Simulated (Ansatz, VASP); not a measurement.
ZrSi3 in VASP and in Ansatz

```
Zr Si
1.0
     5.12324    0.00000    0.00000
    -2.56162    4.43686    0.00000
     0.00000    0.00000    2.80598
Zr Si
1 3
Cartesian
  0.0000 0.0000 1.4030
  2.5616 0.0000 0.0000
  -1.2808 2.2184 0.0000
  1.2808 2.2184 0.0000
```

Alike in both runs: functional PBE; k mesh 12 × 12 × 16; occupations gaussian, width 0.1 eV; no spin polarisation.

Ansatz relaxed the structure, and its values are those at the end. VASP's run is a single point on that final structure, the one shown.

|  | VASP | Ansatz |
| --- | --- | --- |
| version | VASP 6.6.1 | Ansatz 0.2.0 |
| potentials or method | VASP PAW PBE potentials, release 64 (Zr_sv, Si), cutoff 520 eV | scalar-relativistic, plane waves, PAW |
| valence electrons in the cell | 24 | 24 |

```csv
,VASP,Ansatz,Ansatz less VASP
gap on the k mesh at the Fermi level (eV),none,none,-
pressure (GPa),0.0,0.0,0.00
```

A gap of «none» marks a metal or a gap that the smearing closes. With one functional, cell and mesh, what is left measures potentials, basis and numerics.
